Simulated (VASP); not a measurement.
# SnSe (Fm-3m) in VASP: further runs

The runs below take SnSe through single point, with PBE, PBE+D3(BJ).

Everything below comes from runs of VASP 6.6.1. Logs are shortened: lines on timing, memory, paths and dates and some standing lists are left out, and cuts for length are marked.

**1. The cell of the first run**

It takes space group Fm-3m (No. 225, cubic). The conventional cell has a = 6.020 Å, b = 6.020 Å, c = 6.020 Å, α = 90.00°, β = 90.00°, γ = 90.00°. Sn (site symmetry m-3m) has 6 Se at 3.01 Å within 4.0 Å. Se (site symmetry m-3m) has 6 Sn at 3.01 Å within 4.0 Å.

**2. Single point, PBE**

INCAR

```
PREC = Accurate
ENCUT = 520
EDIFF = 1E-6
ISMEAR = -1
SIGMA = 0.01
LREAL = F
LASPH = T
NELM = 80
ALGO = Normal
ISIF = 2
LWAVE = F
LCHARG = T
GGA = PE
LELF = T
LVHAR = T
NBANDS = 17
```

KPOINTS

```
regular mesh
0
Gamma
  9 9 9
```

POSCAR

```
SnSe
1.0
    0.0000000000      3.0100000000      3.0100000000
    3.0100000000      0.0000000000      3.0100000000
    3.0100000000      3.0100000000      0.0000000000
Sn Se
1 1
Direct
    0.0000000000      0.0000000000      0.0000000000
    0.5000000000      0.5000000000      0.5000000000
```

Potentials or basis: VASP PAW PBE potentials, release 64 (Sn_d, Se).

Launch:

```
$ cat potpaw_PBE.64/Sn_d/POTCAR potpaw_PBE.64/Se/POTCAR > POTCAR
$ mpirun -np 1 vasp_std > vasp.out
```

OUTCAR:

```text
PREC = Accurate
   ENCUT = 520
   EDIFF = 1E-6
   ISMEAR = -1
   LREAL = F
   LASPH = T
   NELM = 80
   ISIF = 2
   GGA = PE

 ion  position               nearest neighbor table
   1  0.000  0.000  0.000-   2 3.01   2 3.01   2 3.01   2 3.01   2 3.01   2 3.01
   2  0.500  0.500  0.500-   1 3.01   1 3.01   1 3.01   1 3.01   1 3.01   1 3.01

  LATTYP: Found a face centered cubic cell.
 ALAT       =     6.0200000000

  Lattice vectors:

 A1 = (   0.0000000000,   3.0100000000,   3.0100000000)
 A2 = (   3.0100000000,   0.0000000000,   3.0100000000)
 A3 = (   3.0100000000,   3.0100000000,   0.0000000000)

Analysis of symmetry for initial positions (statically):
=====================================================================
 Subroutine PRICEL returns:
 Original cell was already a primitive cell.

 Routine SETGRP: Setting up the symmetry group for a
 face centered cubic supercell.

 Subroutine GETGRP returns: Found 48 space group operations
 (whereof 48 operations were pure point group operations)
 out of a pool of 48 trial point group operations.

The static configuration has the point symmetry O_h .

Analysis of symmetry for dynamics (positions and initial velocities):
=====================================================================
 Subroutine PRICEL returns:
 Original cell was already a primitive cell.

 Routine SETGRP: Setting up the symmetry group for a
 face centered cubic supercell.

 Subroutine GETGRP returns: Found 48 space group operations
 (whereof 48 operations were pure point group operations)
 out of a pool of 48 trial point group operations.

The dynamic configuration has the point symmetry O_h .

 Subroutine INISYM returns: Found 48 space group operations
 (whereof 48 operations are pure point group operations),
 and found     1 'primitive' translations

----------------------------------------------------------------------------------------

                                     Primitive cell

  volume of cell :      54.5418

  direct lattice vectors                    reciprocal lattice vectors
     0.000000000  3.010000000  3.010000000    -0.166112957  0.166112957  0.166112957
     3.010000000  0.000000000  3.010000000     0.166112957 -0.166112957  0.166112957
     3.010000000  3.010000000  0.000000000     0.166112957  0.166112957 -0.166112957

  length of vectors
     4.256782823  4.256782823  4.256782823     0.287716081  0.287716081  0.287716081

  position of ions in fractional coordinates (direct lattice)
     0.000000000  0.000000000  0.000000000
     0.500000000  0.500000000  0.500000000

  ion indices of the primitive-cell ions
   primitive index   ion index
                 1           1
                 2           2

----------------------------------------------------------------------------------------

 KPOINTS: regular mesh

Automatic generation of k-mesh.
 Grid dimensions read from file:
 generate k-points for:    9    9    9

 Generating k-lattice:

  Cartesian coordinates                     Fractional coordinates (reciprocal lattice)
    -0.018456995  0.018456995  0.018456995     0.111111111  0.000000000  0.000000000
     0.018456995 -0.018456995  0.018456995     0.000000000  0.111111111  0.000000000
     0.018456995  0.018456995 -0.018456995     0.000000000  0.000000000  0.111111111

  Length of vectors
     0.031968453  0.031968453  0.031968453

  Shift w.r.t. Gamma in fractional coordinates (k-lattice)
     0.000000000  0.000000000  0.000000000

 Subroutine IBZKPT returns following result:
 ===========================================

 Found     35 irreducible k-points:

 Following reciprocal coordinates:
            Coordinates               Weight
  0.000000  0.000000  0.000000      1.000000
  0.111111  0.000000  0.000000      8.000000
  0.222222  0.000000  0.000000      8.000000
  0.333333  0.000000  0.000000      8.000000
  0.444444  0.000000  0.000000      8.000000
  0.111111  0.111111  0.000000      6.000000
[... 16 lines left out ...]
 -0.333333  0.333333  0.000000     12.000000
  0.444444  0.444444  0.000000      6.000000
 [... further k-points ...]
   k-points           NKPTS =     35   k-points in BZ     NKDIM =     35   number of bands    NBANDS=     17
   number of dos      NEDOS =    301   number of ions     NIONS =      2
   total plane-waves  NPLWV =  32768
   dimension x,y,z NGX =    32 NGY =   32 NGZ =   32
   dimension x,y,z NGXF=    64 NGYF=   64 NGZF=   64
   ions per type =               1   1
   NGX,Y,Z   is equivalent  to a cutoff of  12.50, 12.50, 12.50 a.u.
   NGXF,Y,Z  is equivalent  to a cutoff of  24.99, 24.99, 24.99 a.u.
 SYSTEM =  unknown system
   PREC   = accura    normal or accurate (medium, high low for compatibility)
   ISTART =      0    job   : 0-new  1-cont  2-samecut
   ICHARG =      2    charge: 1-file 2-atom 10-const
   ISPIN  =      1    spin polarized calculation?
   LNONCOLLINEAR =      F non collinear calculations
   LSORBIT =      F    spin-orbit coupling
   LASPH  =      T    aspherical Exc in radial PAW
   ENCUT  =  520.0 eV  38.22 Ry    6.18 a.u.   7.91  7.91  7.91*2*pi/ulx,y,z
   NELM   =     80;   NELMIN=  2; NELMDL= -5     # of ELM steps
   EDIFF  = 0.1E-05   stopping-criterion for ELM
   LREAL  =      F    real-space projection
   EDIFFG = 0.1E-04   stopping-criterion for IOM
   NSW    =      0    number of steps for IOM
   IBRION =     -1    ionic relax: 0-MD 1-quasi-New 2-CG
   NFREE  =      0    steps in history (QN), initial steepest desc. (CG)
   ISIF   =      2    stress and relaxation
   ISYM   =      2    0-nonsym 1-usesym 2-fastsym
   POTIM  = 0.5000    time-step for ionic-motion
   TEBEG  =    0.0;   TEEND  =   0.0 temperature during run
   PSTRESS=    0.0 pullay stress
   NELECT =      20.0000    total number of electrons
   NUPDOWN=      -1.0000    fix difference up-down
   EMIN   =  10.00;   EMAX   =-10.00  energy-range for DOS
   EFERMI =   0.00;   METHOD = LEGACY
   ISMEAR =    -1;   SIGMA  =   0.01  broadening in eV -4-tet -1-fermi 0-gaus
   EFERMI_NEDOS =   21; number of points for ismear=-14 and -15
   IALGO  =     38    algorithm
   IMIX   =      4    mixing-type and parameters
     AMIX     =   0.40;   BMIX     =  1.00
     AMIX_MAG =   1.60;   BMIX_MAG =  1.00
  volume/ion in A,a.u.               =      27.27       184.03
  Fermi-wavevector in a.u.,A,eV,Ry     =   1.171768  2.214321 18.681350  1.373040
  Thomas-Fermi vector in A             =   2.308207
   LORBIT       =      0    0 simple, 1 ext, 2 COOP (PROOUT), +10 PAW based schemes
   GGA     = PE    functional components
   LHFCALC =     F    Hartree Fock is set to
   AEXX    =    0.0000 exact exchange contribution
   IVDW    =     0    specifies the selected vdW correction
   LEPSILON=     F    determine dielectric tensor
   LRPA    =     F    only Hartree local field effects (RPA)
 non-spin polarized calculation
  energy-cutoff  :      520.00
  volume of cell :       54.54
 maximum number of plane-waves:      1484
   NGX = 15   NGY = 15   NGZ = 15

 number of electron      20.0000005 magnetization

 Free energy of the ion-electron system (eV)
  ---------------------------------------------------
  ext. energy  EPLUGINS =         0.00000000
  ---------------------------------------------------
  free energy    TOTEN  =        -8.21419185 eV

  energy without entropy =       -8.21419185  energy(sigma->0) =       -8.21419185

 E-fermi :   5.7395     XC(G=0):  -9.5975

 val. band max:        5.5142952058   @ k =  -0.3333   0.1111   0.0000
 cond. band min:       6.1416643630   @ k =  -0.3333   0.1111   0.0000
 fundamental gap:      0.6273691572
 Fermi energy:         5.7394918063

 k-point     1 :       0.0000    0.0000    0.0000
  band No.  band energies     occupation
      1     -16.0159      2.00000
      2     -16.0159      2.00000
      3     -16.0159      2.00000
      4     -16.0136      2.00000
      5     -16.0136      2.00000
      6      -8.2745      2.00000
[... 9 lines left out ...]
     16      11.4553      0.00000
     17      13.7451      0.00000

 k-point     2 :       0.1111    0.0000    0.0000
  band No.  band energies     occupation
      1     -16.0155      2.00000
      2     -16.0154      2.00000
      3     -16.0154      2.00000
      4     -16.0134      2.00000
      5     -16.0134      2.00000
      6      -8.1878      2.00000
[... 9 lines left out ...]
     16      11.7524      0.00000
     17      14.5792      0.00000

 k-point     3 :       0.2222    0.0000    0.0000
  band No.  band energies     occupation
      1     -16.0174      2.00000
      2     -16.0174      2.00000
      3     -16.0148      2.00000
      4     -16.0100      2.00000
      5     -16.0100      2.00000
      6      -7.9482      2.00000
[... 9 lines left out ...]
     16      12.5231      0.00000
     17      16.3924      0.00000

 k-point     4 :       0.3333    0.0000    0.0000
  band No.  band energies     occupation
      1     -16.0200      2.00000
      2     -16.0200      2.00000
      3     -16.0140      2.00000
      4     -16.0057      2.00000
      5     -16.0057      2.00000
      6      -7.6286      2.00000
[... 9 lines left out ...]
     16      13.7147      0.00000
     17      17.4390      0.00000

 k-point     5 :       0.4444    0.0000    0.0000
  band No.  band energies     occupation
      1     -16.0217      2.00000
      2     -16.0217      2.00000
      3     -16.0135      2.00000
      4     -16.0029      2.00000
      5     -16.0029      2.00000
      6      -7.3799      2.00000
[... 9 lines left out ...]
     16      15.2364      0.00000
     17      16.0975      0.00000

 k-point     6 :       0.1111    0.1111    0.0000
  band No.  band energies     occupation
      1     -16.0166      2.00000
      2     -16.0158      2.00000
      3     -16.0139      2.00000
      4     -16.0139      2.00000
      5     -16.0127      2.00000
      6      -8.1589      2.00000
[... 9 lines left out ...]
     16      12.2976      0.00000
     17      13.9042      0.00000
[... 281 lines left out ...]
 k-point    21 :       0.4444    0.3333    0.0000
  band No.  band energies     occupation
      1     -16.0360      2.00000
      2     -16.0202      2.00000
      3     -16.0084      2.00000
      4     -16.0013      2.00000
      5     -16.0004      2.00000
      6      -7.2222      2.00000
[... 9 lines left out ...]
     16      16.7441      0.00000
     17      17.3938      0.00000

 k-point    22 :      -0.4444    0.3333    0.0000
  band No.  band energies     occupation
      1     -16.0348      2.00000
      2     -16.0169      2.00000
      3     -16.0106      2.00000
      4     -16.0024      2.00000
      5     -16.0004      2.00000
      6      -7.0958      2.00000
[... 9 lines left out ...]
     16      15.9907      0.00000
     17      17.8315      0.00000

 k-point    23 :      -0.3333    0.3333    0.0000
  band No.  band energies     occupation
      1     -16.0304      2.00000
      2     -16.0138      2.00000
      3     -16.0118      2.00000
      4     -16.0057      2.00000
      5     -16.0025      2.00000
      6      -7.1184      2.00000
[... 9 lines left out ...]
     16      14.6775      0.00000
     17      17.1297      0.00000

 k-point    24 :       0.4444    0.4444    0.0000
  band No.  band energies     occupation
      1     -16.0406      2.00000
      2     -16.0221      2.00000
      3     -16.0062      2.00000
      4     -15.9989      2.00000
      5     -15.9989      2.00000
      6      -7.1113      2.00000
[... 9 lines left out ...]
     16      17.2572      0.00000
     17      18.1981      0.00000

 [... further k-points ...]
[... 5 lines left out ...]
  --------------------------------------------------------------------------------------
  -------------------------------------------------------------------------------------
  Total        0.3448725      0.3448725      0.3448725      0.0000000     -0.0000000      0.0000000
  in kB       10.1307044     10.1307044     10.1307044      0.0000000     -0.0000000      0.0000000
  external PRESSURE =      10.1307044 kB  Pullay stress =       0.0000000 kB

 VOLUME and BASIS-vectors are now :
 -----------------------------------------------------------------------------
  energy-cutoff  :      520.00
  volume of cell :       54.54
      direct lattice vectors                 reciprocal lattice vectors
     0.000000000  3.010000000  3.010000000    -0.166112957  0.166112957  0.166112957
     3.010000000  0.000000000  3.010000000     0.166112957 -0.166112957  0.166112957
     3.010000000  3.010000000  0.000000000     0.166112957  0.166112957 -0.166112957

 POSITION                                       TOTAL-FORCE (eV/Angst)
 -----------------------------------------------------------------------------------
      0.00000      0.00000      0.00000         0.000000      0.000000     -0.000000
      3.01000      3.01000      3.01000         0.000000      0.000000      0.000000
 -----------------------------------------------------------------------------------
    total drift:                                0.000000     -0.000000     -0.000000

  FREE ENERGIE OF THE ION-ELECTRON SYSTEM (eV)
  ---------------------------------------------------
  free  energy   TOTEN  =        -8.2141918515 eV

  energy  without entropy=       -8.2141918515  energy(sigma->0) =       -8.21419185
```

Wall time 30 s (1 thread of Intel Xeon Platinum 8488C (Sapphire Rapids), shared host); peak memory 0.19 GiB.

What came out:

```yaml
Free_energy: -8.2142 eV
Pressure: 1.0 GPa
```

Caveat: this odd mesh misses L, where the gap lies, so gap, dielectric constants and Born charges aren't listed; spin-orbit coupling is left out, which moves the levels of the heavy elements.

**3. Single point, PBE**

INCAR

```
SYSTEM = SnSe
  PREC = Accurate
  ENCUT = 520
  EDIFF = 1E-6
  ISMEAR = -5
  SIGMA = 0.1
  LREAL = .False.
  LASPH = .True.
  NELM = 100
  ALGO = Normal
  ISIF = 2
  LWAVE = .False.
  LCHARG = .False.
  GGA = PE
  NBANDS = 17
```

KPOINTS

```
Automatic mesh
0
Gamma
  9 9 9
  0 0 0
```

POSCAR is that of step 2.

Potentials or basis: VASP PAW PBE potentials, release 64 (Sn_d, Se).

Launch:

```
$ cat potpaw_PBE.64/Sn_d/POTCAR potpaw_PBE.64/Se/POTCAR > POTCAR
$ mpirun -np 1 vasp_std > vasp.out
```

Run time: 25 s. Hardware: 1 thread of Intel Xeon Platinum 8488C (Sapphire Rapids), shared host; peak memory 0.19 GiB.

It converged, with:

```yaml
Free_energy: -8.2142 eV
Pressure: 1.0 GPa
```

Levels at points of the mesh, in eV from the Fermi level:
```
           k point  band 8  band 9  band 10  band 11  band 12  band 13
(0.00, 0.00, 0.00)   -2.21   -2.21    -2.21     4.29     4.29     4.29
```

Caveat: this odd mesh misses L, where the gap lies, so gap, dielectric constants and Born charges aren't listed; spin-orbit coupling is left out, which moves the levels of the heavy elements.

**4. Single point, PBE+D3(BJ)**

INCAR

```
ALGO = Normal
EDIFF = 1E-6
ENCUT = 520
GGA = PE
ISIF = 2
ISMEAR = -1
IVDW = 12
LASPH = T
LCHARG = T
LELF = T
LREAL = F
LVHAR = T
LWAVE = F
NBANDS = 17
NELM = 60
PREC = Accurate
SIGMA = 0.01
```

KPOINTS

```
k-points
0
Gamma
  9 9 9
```

POSCAR is that of step 3.

Launch:

```
$ cat potpaw_PBE.64/Sn_d/POTCAR potpaw_PBE.64/Se/POTCAR > POTCAR
$ mpirun -np 1 vasp_std > vasp.out
```

Run time: 36 s. Hardware: 1 thread of Intel Xeon Platinum 8488C (Sapphire Rapids), shared host; peak memory 0.2 GiB.

It converged, with:

- Free energy: -8.9208 eV
- Pressure: -1.1 GPa
- Dispersion energy per atom: -0.353 eV

Levels at points of the mesh, in eV from the Fermi level:
```tsv
k point	band 8	band 9	band 10	band 11	band 12	band 13
(0.00, 0.00, 0.00)	-2.34	-2.34	-2.34	4.17	4.17	4.17
```

Caveat: this odd mesh misses L, where the gap lies, so gap, dielectric constants and Born charges aren't listed; spin-orbit coupling is left out, which moves the levels of the heavy elements.

**5. Summary**

| level | smearing | pressure (GPa) |
| --- | --- | --- |
| PBE | fermi-dirac 0.01 eV | 1.0 |
| PBE | tetrahedron | 1.0 |
| PBE+D3(BJ) | fermi-dirac 0.01 eV | -1.1 |

Alike in all rows: task single point; potentials or basis VASP PAW PBE potentials, release 64 (Sn_d, Se); no spin polarisation; cell as given; k mesh 9 × 9 × 9; cutoff (eV) 520.

The pressure there spans -1.1 GPa (PBE+D3(BJ)) to 1.0 GPa (PBE); a positive pressure means that this level wants a larger cell, a negative one a smaller.

Caveats: spin-orbit coupling is left out, which moves the levels of the heavy elements.

Absolute energies hang on the potentials; compare differences alone.
